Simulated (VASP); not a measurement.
A run of VASP 6.6.1:

Contents of INCAR:

```
SYSTEM = W12C13
PREC = Accurate
ENCUT = 520
EDIFF = 1E-6
ISMEAR = -1
SIGMA = 0.05
LREAL = Auto
LASPH = .True.
NELM = 100
ALGO = Normal
ISIF = 2
LWAVE = .False.
LCHARG = .False.
GGA = PE
NBANDS = 128
```

KPOINTS

```
Automatic mesh
0
Gamma
  3 3 1
  0 0 0
```

POSCAR

```
W12C13
1.0
    5.8060000000      0.0000000000      0.0000000000
   -2.9030000000      5.0281430000      0.0000000000
    0.0000000000      0.0000000000     18.0787500000
W C
12 13
Direct
    0.0000000000      0.0000000000      0.0553136000
   -0.0000877393      0.0000941486      0.2115599634
   -0.0030800192      0.0031070372      0.3647267637
    0.0000000000      0.5000000000      0.0553136000
    0.0009041060      0.5005335975      0.2127885236
    0.0051368085      0.5007411440      0.3736568406
    0.5000000000      0.0000000000      0.0553136000
    0.4994736881     -0.0008957382      0.2127894855
    0.4992663997     -0.0051341600      0.3736612279
    0.5000000000      0.5000000000      0.0553136000
    0.5007298876      0.4992764964      0.2136414075
    0.5042632334      0.4957160355      0.3776400089
    0.3333333000      0.1666667000      0.1336237000
    0.3352123935      0.1691560105      0.2896647002
    0.3014941749      0.1416272366      0.4477809898
    0.3333333000      0.6666667000      0.1336237000
    0.3362158099      0.6637863530      0.2910169358
    0.3384592493      0.6615786044      0.4374163642
    0.8333333000      0.1666667000      0.1336237000
    0.8328015074      0.1672109411      0.2882937954
    0.8303881523      0.1696444762      0.4335545197
    0.8333333000      0.6666667000      0.1336237000
    0.8308566585      0.6647950793      0.2896678472
    0.8583593473      0.6984714570      0.4477779821
    0.0759670355      0.9240136071      0.4735701405
```

Potentials or basis: VASP PAW PBE potentials, release 64 (W_sv, C).

Command:

```console
$ cat potpaw_PBE.64/W_sv/POTCAR potpaw_PBE.64/C/POTCAR > POTCAR
$ mpirun -np 1 vasp_std > vasp.out
```

Hardware: 1 thread of Oxide Virtual Turin-like Processor, with other jobs on the host.

Q: Estimate the wall time of this run.

A: Run time: 36 min on 1 thread of Oxide Virtual Turin-like Processor (shared host), peak memory 0.72 GiB. Counts: scf iterations 31, k points 5.
